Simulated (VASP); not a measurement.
# ZnMo3 (Pm-3m) in VASP: notebook

ZnMo3 is run at these levels: PBE; tasks: relaxation of cell and atoms.

All numbers are computed with VASP 6.6.1; they aren't measurements. Logs are shortened: lines on timing, memory, paths and dates and some standing lists are left out, and cuts for length are marked.

## Step 1: The cell of the first run

Symmetry: Pm-3m, No. 221, cubic system. The conventional cell has a = 3.943 Å, b = 3.943 Å, c = 3.943 Å, α = 90.00°, β = 90.00°, γ = 90.00°. Within 3.7 Å of Mo (site symmetry 4/mmm) lie 8 Mo at 2.79 Å and 4 Zn at 2.79 Å. Zn (site symmetry m-3m) has 12 Mo at 2.79 Å within 3.7 Å.

## Step 2: Relaxation of cell and atoms, PBE, target pressure 10 GPa, at which the enthalpy is minimised

File INCAR:

```
  PREC = Accurate
  ENCUT = 600
  EDIFF = 1E-6
  ISMEAR = -1
  SIGMA = 0.05
  LREAL = F
  LASPH = T
  NELM = 100
  ALGO = Normal
  ISIF = 3
  LWAVE = F
  LCHARG = F
  GGA = PE
  IBRION = 2
  NSW = 60
  EDIFFG = -0.01
  PSTRESS = 100.0
```

File KPOINTS:

```
Automatic mesh
0
Gamma
  7 7 7
```

File POSCAR:

```
ZnMo3
1.0
    3.9431540000      0.0000000000      0.0000000000
    0.0000000000      3.9431540000      0.0000000000
    0.0000000000      0.0000000000      3.9431540000
Mo Zn
3 1
Direct
    0.5000000000      0.5000000000      0.0000000000
    0.5000000000      0.0000000000      0.5000000000
    0.0000000000      0.5000000000      0.5000000000
    0.0000000000      0.0000000000      0.0000000000
```

Potentials or basis: VASP PAW PBE potentials, release 64 (Mo_sv, Zn).

On the command line:

```
cat potpaw_PBE.64/Mo_sv/POTCAR potpaw_PBE.64/Zn/POTCAR > POTCAR
mpirun -np 1 vasp_std > vasp.out
```

OUTCAR:

```text
PREC = Accurate
   ENCUT = 600
   EDIFF = 1E-6
   ISMEAR = -1
   LREAL = F
   LASPH = T
   NELM = 100
   ISIF = 3
   GGA = PE
   IBRION = 2
   NSW = 60
   EDIFFG = -0.01
   PSTRESS = 100.0

 ion  position               nearest neighbor table
   1  0.500  0.500  0.000-   2 2.79   3 2.79   4 2.79   2 2.79   3 2.79   2 2.79   4 2.79   2 2.79
                             3 2.79   4 2.79   3 2.79   4 2.79
   2  0.500  0.000  0.500-   1 2.79   3 2.79   4 2.79   1 2.79   4 2.79   1 2.79   3 2.79   1 2.79
                             3 2.79   4 2.79   4 2.79   3 2.79
   3  0.000  0.500  0.500-   1 2.79   2 2.79   4 2.79   1 2.79   4 2.79   2 2.79   4 2.79   4 2.79
                             1 2.79   2 2.79   1 2.79   2 2.79
   4  0.000  0.000  0.000-   1 2.79   2 2.79   3 2.79   2 2.79   3 2.79   1 2.79   3 2.79   3 2.79
                             1 2.79   2 2.79   2 2.79   1 2.79

  LATTYP: Found a simple cubic cell.
 ALAT       =     3.9431540000

  Lattice vectors:

 A1 = (   3.9431540000,   0.0000000000,   0.0000000000)
 A2 = (   0.0000000000,   3.9431540000,   0.0000000000)
 A3 = (   0.0000000000,   0.0000000000,   3.9431540000)

Analysis of symmetry for initial positions (statically):
=====================================================================
 Subroutine PRICEL returns:
 Original cell was already a primitive cell.

 Routine SETGRP: Setting up the symmetry group for a
 simple cubic supercell.

 Subroutine GETGRP returns: Found 48 space group operations
 (whereof 48 operations were pure point group operations)
 out of a pool of 48 trial point group operations.

The static configuration has the point symmetry O_h .

Analysis of symmetry for dynamics (positions and initial velocities):
=====================================================================
 Subroutine PRICEL returns:
 Original cell was already a primitive cell.

 Routine SETGRP: Setting up the symmetry group for a
 simple cubic supercell.

 Subroutine GETGRP returns: Found 48 space group operations
 (whereof 48 operations were pure point group operations)
 out of a pool of 48 trial point group operations.

The dynamic configuration has the point symmetry O_h .

 Subroutine INISYM returns: Found 48 space group operations
 (whereof 48 operations are pure point group operations),
 and found     1 'primitive' translations

----------------------------------------------------------------------------------------

                                     Primitive cell

  volume of cell :      61.3100

  direct lattice vectors                    reciprocal lattice vectors
     3.943154000  0.000000000  0.000000000     0.253604095  0.000000000  0.000000000
     0.000000000  3.943154000  0.000000000     0.000000000  0.253604095  0.000000000
     0.000000000  0.000000000  3.943154000     0.000000000  0.000000000  0.253604095

  length of vectors
     3.943154000  3.943154000  3.943154000     0.253604095  0.253604095  0.253604095

  position of ions in fractional coordinates (direct lattice)
     0.500000000  0.500000000  0.000000000
     0.500000000  0.000000000  0.500000000
     0.000000000  0.500000000  0.500000000
     0.000000000  0.000000000  0.000000000

  ion indices of the primitive-cell ions
   primitive index   ion index
                 1           1
                 2           2
                 3           3
                 4           4

----------------------------------------------------------------------------------------

 KPOINTS: Automatic mesh

Automatic generation of k-mesh.
 Grid dimensions read from file:
 generate k-points for:    7    7    7

 Generating k-lattice:

  Cartesian coordinates                     Fractional coordinates (reciprocal lattice)
     0.036229156  0.000000000  0.000000000     0.142857143  0.000000000  0.000000000
     0.000000000  0.036229156  0.000000000     0.000000000  0.142857143  0.000000000
     0.000000000  0.000000000  0.036229156     0.000000000  0.000000000  0.142857143

  Length of vectors
     0.036229156  0.036229156  0.036229156

  Shift w.r.t. Gamma in fractional coordinates (k-lattice)
     0.000000000  0.000000000  0.000000000

 Subroutine IBZKPT returns following result:
 ===========================================

 Found     20 irreducible k-points:

 Following reciprocal coordinates:
            Coordinates               Weight
  0.000000  0.000000  0.000000      1.000000
  0.142857  0.000000  0.000000      6.000000
  0.285714  0.000000  0.000000      6.000000
  0.428571  0.000000  0.000000      6.000000
  0.142857  0.142857  0.000000     12.000000
  0.285714  0.142857  0.000000     24.000000
[... 12 lines left out ...]
  0.428571  0.428571  0.285714     24.000000
  0.428571  0.428571  0.428571      8.000000
   k-points           NKPTS =     20   k-points in BZ     NKDIM =     20   number of bands    NBANDS=     32
   number of dos      NEDOS =    301   number of ions     NIONS =      4
   total plane-waves  NPLWV =  32768
   dimension x,y,z NGX =    32 NGY =   32 NGZ =   32
   dimension x,y,z NGXF=    64 NGYF=   64 NGZF=   64
   ions per type =               3   1
   NGX,Y,Z   is equivalent  to a cutoff of  13.49, 13.49, 13.49 a.u.
   NGXF,Y,Z  is equivalent  to a cutoff of  26.98, 26.98, 26.98 a.u.
 SYSTEM =  unknown system
   PREC   = accura    normal or accurate (medium, high low for compatibility)
   ISTART =      0    job   : 0-new  1-cont  2-samecut
   ICHARG =      2    charge: 1-file 2-atom 10-const
   ISPIN  =      1    spin polarized calculation?
   LNONCOLLINEAR =      F non collinear calculations
   LSORBIT =      F    spin-orbit coupling
   LASPH  =      T    aspherical Exc in radial PAW
   ENCUT  =  600.0 eV  44.10 Ry    6.64 a.u.   7.88  7.88  7.88*2*pi/ulx,y,z
   NELM   =    100;   NELMIN=  2; NELMDL= -5     # of ELM steps
   EDIFF  = 0.1E-05   stopping-criterion for ELM
   LREAL  =      F    real-space projection
   EDIFFG = -.1E-01   stopping-criterion for IOM
   NSW    =     60    number of steps for IOM
   IBRION =      2    ionic relax: 0-MD 1-quasi-New 2-CG
   NFREE  =      1    steps in history (QN), initial steepest desc. (CG)
   ISIF   =      3    stress and relaxation
   ISYM   =      2    0-nonsym 1-usesym 2-fastsym
   POTIM  = 0.5000    time-step for ionic-motion
   TEBEG  =    0.0;   TEEND  =   0.0 temperature during run
   PSTRESS=  100.0 pullay stress
   NELECT =      54.0000    total number of electrons
   NUPDOWN=      -1.0000    fix difference up-down
   EMIN   =  10.00;   EMAX   =-10.00  energy-range for DOS
   EFERMI =   0.00;   METHOD = LEGACY
   ISMEAR =    -1;   SIGMA  =   0.05  broadening in eV -4-tet -1-fermi 0-gaus
   EFERMI_NEDOS =   21; number of points for ismear=-14 and -15
   IALGO  =     38    algorithm
   IMIX   =      4    mixing-type and parameters
     AMIX     =   0.40;   BMIX     =  1.00
     AMIX_MAG =   1.60;   BMIX_MAG =  1.00
  volume/ion in A,a.u.               =      15.33       103.44
  Fermi-wavevector in a.u.,A,eV,Ry     =   1.569263  2.965477 33.505513  2.462586
  Thomas-Fermi vector in A             =   2.671171
   LORBIT       =      0    0 simple, 1 ext, 2 COOP (PROOUT), +10 PAW based schemes
   GGA     = PE    functional components
   LHFCALC =     F    Hartree Fock is set to
   AEXX    =    0.0000 exact exchange contribution
   IVDW    =     0    specifies the selected vdW correction
   LEPSILON=     F    determine dielectric tensor
   LRPA    =     F    only Hartree local field effects (RPA)
 conjugate gradient relaxation of ions
 non-spin polarized calculation
  energy-cutoff  :      600.00
  volume of cell :       61.31
 maximum number of plane-waves:      2103
 NGX is ok and might be reduce to    32
   NGX = 15   NGY = 15   NGZ = 15

--------------------------------------- Ionic step        1  -------------------------------------------

 number of electron      53.9999992 magnetization

 Free energy of the ion-electron system (eV)
  ---------------------------------------------------
  ext. energy  EPLUGINS =         0.00000000
  ---------------------------------------------------
  free energy    TOTEN  =       -33.19213536 eV

  energy without entropy =      -33.16177152  energy(sigma->0) =      -33.17695344

------------------------ aborting loop because EDIFF is reached ----------------------------------------

  FORCE on cell =-STRESS in cart. coord.  units (eV):
  Direction    XX          YY          ZZ          XY          YZ          ZX
  --------------------------------------------------------------------------------------
  -------------------------------------------------------------------------------------
  Total       -0.3197279     -0.3197279     -0.3197279      0.0000000      0.0000000      0.0000000
  in kB       -8.3552595     -8.3552595     -8.3552595      0.0000000      0.0000000      0.0000000
  external PRESSURE =    -108.3552595 kB  Pullay stress =     100.0000000 kB

 VOLUME and BASIS-vectors are now :
 -----------------------------------------------------------------------------
  energy-cutoff  :      600.00
  volume of cell :       61.31
      direct lattice vectors                 reciprocal lattice vectors
     3.943154000  0.000000000  0.000000000     0.253604095  0.000000000  0.000000000
     0.000000000  3.943154000  0.000000000     0.000000000  0.253604095  0.000000000
     0.000000000  0.000000000  3.943154000     0.000000000  0.000000000  0.253604095
[... 90 lines left out ...]
  FREE ENERGIE OF THE ION-ELECTRON SYSTEM (eV)
  ---------------------------------------------------
  free  energy   TOTEN  =       -33.1231362245 eV

  energy  without entropy=      -33.0927780996  energy(sigma->0) =      -33.10795716

  enthalpy is  TOTEN    =       -29.4629617794 eV   P V=        3.6601744452

--------------------------------------- Ionic step        4  -------------------------------------------

 number of electron      53.9999986 magnetization

 Free energy of the ion-electron system (eV)
  ---------------------------------------------------
  ext. energy  EPLUGINS =         0.00000000
  ---------------------------------------------------
  free energy    TOTEN  =       -33.11760461 eV

  energy without entropy =      -33.08725177  energy(sigma->0) =      -33.10242819

 E-fermi :  10.8722     XC(G=0): -13.2940

 val. band max:       10.8564149698   @ k =   0.4286   0.2857   0.0000
 cond. band min:      10.8913184046   @ k =   0.4286   0.4286   0.1429
 fundamental gap:      0.0349034347
 Fermi energy:        10.8721913196

 k-point     1 :       0.0000    0.0000    0.0000
  band No.  band energies     occupation
      1     -50.1546      2.00000
      2     -49.8362      2.00000
      3     -49.8362      2.00000
      4     -24.6746      2.00000
      5     -24.6746      2.00000
      6     -24.6746      2.00000
[... 711 lines left out ...]
 POSITION                                       TOTAL-FORCE (eV/Angst)
 -----------------------------------------------------------------------------------
      1.94155      1.94155      0.00000         0.000000      0.000000      0.000000
      1.94155      0.00000      1.94155         0.000000      0.000000      0.000000
      0.00000      1.94155      1.94155         0.000000      0.000000      0.000000
      0.00000      0.00000      0.00000         0.000000      0.000000      0.000000
 -----------------------------------------------------------------------------------
    total drift:                                0.000000     -0.000000     -0.000000

  FREE ENERGIE OF THE ION-ELECTRON SYSTEM (eV)
  ---------------------------------------------------
  free  energy   TOTEN  =       -33.1176046133 eV

  energy  without entropy=      -33.0872517723  energy(sigma->0) =      -33.10242819

  enthalpy is  TOTEN    =       -29.4631152215 eV   P V=        3.6544893918

 reached required accuracy - stopping structural energy minimisation
```

Wall time 78 s (1 thread of Intel Xeon Platinum 8559C (Emerald Rapids), shared host); peak memory 0.19 GiB.

What came out:

* Free energy: -33.1176 eV
* Relaxed volume: 14.64 Å³/atom
* Relaxed cell: a = 3.883 Å, b = 3.883 Å, c = 3.883 Å, α = 90.00°, β = 90.00°, γ = 90.00°
* Space group after relaxing (to 0.1 Å): Pm-3m (No. 221)
* Energy change on relaxing (the run minimises the enthalpy): +18.6 meV/atom
* Ionic steps: 4
* Pressure after relaxing: 9.9 GPa
* Band gap on the k mesh: zero (bands 27 and 28 overlap by 1.51 eV)

The path:
| step | energy change (eV) | largest force (eV/Å) | pressure (GPa) | volume (Å³) |
| --- | --- | --- | --- | --- |
| 1 | 0.0000 | 0.0000 | -0.84 | 61.31 |
| 2 | 1.0350 | 0.0000 | 44.49 | 52.56 |
| 3 | 0.0690 | 0.0000 | 9.55 | 58.64 |
| 4 | 0.0745 | 0.0000 | 9.94 | 58.55 |

Final structure:
```yaml
crystal:
  lattice:
    - [3.88310, 0.00000, 0.00000]
    - [0.00000, 3.88310, 0.00000]
    - [0.00000, 0.00000, 3.88310]
  atoms:
    - { symbol: Mo, position: [0.50000, 0.50000, 0.00000] }
    - { symbol: Mo, position: [0.50000, 0.00000, 0.50000] }
    - { symbol: Mo, position: [0.00000, 0.50000, 0.50000] }
    - { symbol: Zn, position: [0.00000, 0.00000, 0.00000] }
```

Caveat: the cell is relaxed towards a set pressure, so the run minimises the enthalpy, not the energy.

## Step 3: Relaxation of cell and atoms, PBE, target pressure 20 GPa, at which the enthalpy is minimised

File INCAR:

```
  ALGO = Normal
  EDIFF = 1E-6
  EDIFFG = -0.01
  ENCUT = 600
  GGA = PE
  IBRION = 2
  ISIF = 3
  ISMEAR = -1
  LASPH = T
  LCHARG = F
  LREAL = F
  LWAVE = F
  NELM = 80
  NSW = 60
  PREC = Accurate
  PSTRESS = 200.0
  SIGMA = 0.05
```

File KPOINTS:

```
k-points
0
Gamma
  7 7 7
```

POSCAR is that of step 2.

Potentials or basis: VASP PAW PBE potentials, release 64 (Mo_sv, Zn).

On the command line:

```
cat potpaw_PBE.64/Mo_sv/POTCAR potpaw_PBE.64/Zn/POTCAR > POTCAR
mpirun -np 1 vasp_std > vasp.out
```

Wall time 88 s (1 thread of Intel Xeon Platinum 8559C (Emerald Rapids), shared host); peak memory 0.21 GiB.

The run converged. Its results:

```
Free energy                                                : -32.9240 eV
Relaxed volume                                             : 14.11 Å³/atom
Relaxed cell                                               : a = 3.836 Å, b = 3.836 Å, c = 3.836 Å, α = 90.00°, β = 90.00°, γ = 90.00°
Space group after relaxing (to 0.1 Å)                      : Pm-3m (No. 221)
Energy change on relaxing (the run minimises the enthalpy) : +67.0 meV/atom
Ionic steps                                                : 5
Pressure after relaxing                                    : 20.0 GPa
Band gap on the k mesh                                     : zero (bands 27 and 28 overlap by 1.55 eV)
```

Step by step:
```csv
step,energy change (eV),largest force (eV/Å),pressure (GPa),volume (Å³)
1,0.0000,0.0000,-0.84,61.31
2,4.6200,0.0000,121.70,45.27
3,0.2209,0.0000,17.96,56.86
4,0.2567,0.0000,19.55,56.55
5,0.2681,0.0000,20.03,56.46
```

Final structure:
```cif
data_structure
_symmetry_space_group_name_H-M 'P 1'
_symmetry_Int_Tables_number 1
_cell_length_a 3.8363
_cell_length_b 3.8363
_cell_length_c 3.8363
_cell_angle_alpha 90.000
_cell_angle_beta 90.000
_cell_angle_gamma 90.000
_cell_volume 56.46
loop_
_atom_site_label
_atom_site_type_symbol
_atom_site_fract_x
_atom_site_fract_y
_atom_site_fract_z
_atom_site_occupancy
Mo1 Mo 0.50000 0.50000 0.00000 1
Mo2 Mo 0.50000 0.00000 0.50000 1
Mo3 Mo 0.00000 0.50000 0.50000 1
Zn1 Zn 0.00000 0.00000 0.00000 1
```

Levels at points of the mesh, in eV from the Fermi level:
```tsv
k point	band 23	band 24	band 25	band 26	band 27	band 28	band 29	band 30	band 31	band 32
(0.00, 0.00, 0.00)	-3.32	-3.32	1.04	1.04	1.04	2.25	2.25	2.25	2.96	2.96
```

Caveat: the cell is relaxed towards a set pressure, so the run minimises the enthalpy, not the energy.

[end of part 1 of 2]
